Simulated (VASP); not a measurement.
Write the native input for VASP 6.6.1 that does the following.

```yaml
Task: single point
Functional: LDA
Potentials_or_basis: VASP PAW LDA potentials, release 64 (Zn, O)
Cutoff: 520 eV
k_mesh: 12 × 12 × 4
Occupations: fermi-dirac, width 0.02 eV
Spin: no spin polarisation
Dipole_correction: no
Further_INCAR_settings: ALGO = Normal; EDIFF = 1e-07; NBANDS = 26
```

The structure of ZnO lies in POSCAR:

```
ZnO
1.0
    2.9425379318      0.0000000000      0.0000000000
   -1.4712689659      2.5483126006      0.0000000000
    0.0000000000      0.0000000000      5.0523653687
Zn O
2 2
Direct
    0.0000000000      0.0000000000      0.0000000000
    0.0000000000      0.0000000000      0.5000000000
    0.3333333333      0.6666666667      0.2500000000
    0.6666666667      0.3333333333      0.7500000000
```

One way to write it, as run:

INCAR

```
PREC = Accurate
ENCUT = 520
EDIFF = 1E-7
ISMEAR = -1
SIGMA = 0.02
LREAL = F
LASPH = T
NELM = 100
ALGO = Normal
ISIF = 2
LWAVE = F
LCHARG = F
GGA = CA
NBANDS = 26
```

KPOINTS

```
regular mesh
0
Gamma
  12 12 4
```

Potentials or basis: VASP PAW LDA potentials, release 64 (Zn, O).

The run is started by

```console
$ cat potpaw_LDA.64/Zn/POTCAR potpaw_LDA.64/O/POTCAR > POTCAR
$ mpirun -np 1 vasp_std > vasp.out
```

Results of the run:

```
Pressure               : 1.5 GPa
Band gap on the k mesh : 0.92 eV, direct
```

Wall time 36 s on 1 thread of Intel(R) Xeon(R) Platinum 8488C (Sapphire Rapids), on a shared host, peak memory 0.16 GiB.
